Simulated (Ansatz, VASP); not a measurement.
AgCl: VASP beside Ansatz

```xyz
2
Lattice="-0.0891 2.6841 2.6841 2.6841 -0.0891 2.6841 2.6841 2.6841 -0.0891" Properties=species:S:1:pos:R:3 pbc="T T T"
Ag    0.0000    0.0000    0.0000
Cl    2.6395    2.6395    2.6395
```

Change from the starting cell: shear_111 strain -4.8%.

Alike in both runs: task single point; functional PBE; k mesh 8 × 8 × 8; occupations fermi-dirac, width 0.02 eV; no spin polarisation.

```csv
,VASP,Ansatz
version,VASP 6.6.1,Ansatz 0.2.0
potentials or method,"VASP PAW PBE potentials, release 64 (Ag, Cl)","plane waves, PAW"
plane-wave cutoff (eV),520,420
valence electrons in the cell,18,26
```

Ansatz gave:

| Property | Result |
| --- | --- |
| gap on the k mesh at the Fermi level (eV) | 0.86 |
| pressure (GPa) | 4.4 |
| traceless stress, the component that is largest in VASP (GPa) | 0.11 |

Question: Estimate VASP's values.

Answer: gap on the k mesh at the Fermi level (eV): 0.86; pressure (GPa): 4.2; traceless stress, the component that is largest in VASP (GPa): 0.11.

VASP's potentials hold 18 valence electrons a cell and Ansatz's 26, so a difference there can come from the potentials and not from the codes.
